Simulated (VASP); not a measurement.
A run of VASP 6.6.1:

INCAR

```
SYSTEM = W
ALGO = Fast
EDIFF = 1E-7
ENCUT = 520
GGA = CA
ISIF = 2
ISMEAR = 0
LASPH = .True.
LCHARG = .False.
LREAL = .False.
LWAVE = .False.
NBANDS = 13
NELM = 100
PREC = Accurate
SIGMA = 0.15
```

The input KPOINTS:

```
k-points
0
Gamma
  22 22 22
  0 0 0
```

File POSCAR:

```
W
1.0
   -1.7757055062      1.5747876028      1.5747876028
    1.5747876028     -1.7757055062      1.5747876028
    1.5747876028      1.5747876028     -1.7757055062
W
1
Direct
    0.0000000000      0.0000000000      0.0000000000
```

Potentials or basis: VASP PAW LDA potentials, release 64 (W_sv).

The run is started by

```console
$ cat potpaw_LDA.64/W_sv/POTCAR > POTCAR
$ mpirun -np 1 vasp_std > vasp.out
```

Hardware: 1 thread of Intel Xeon 8259CL (shared host).

Problem. How long does it take, and how much memory?

Solution. It took 4.4 min on 1 thread of Intel Xeon 8259CL, on a shared host, peak memory 0.3 GiB. Counts: scf iterations 14, k points 1024.
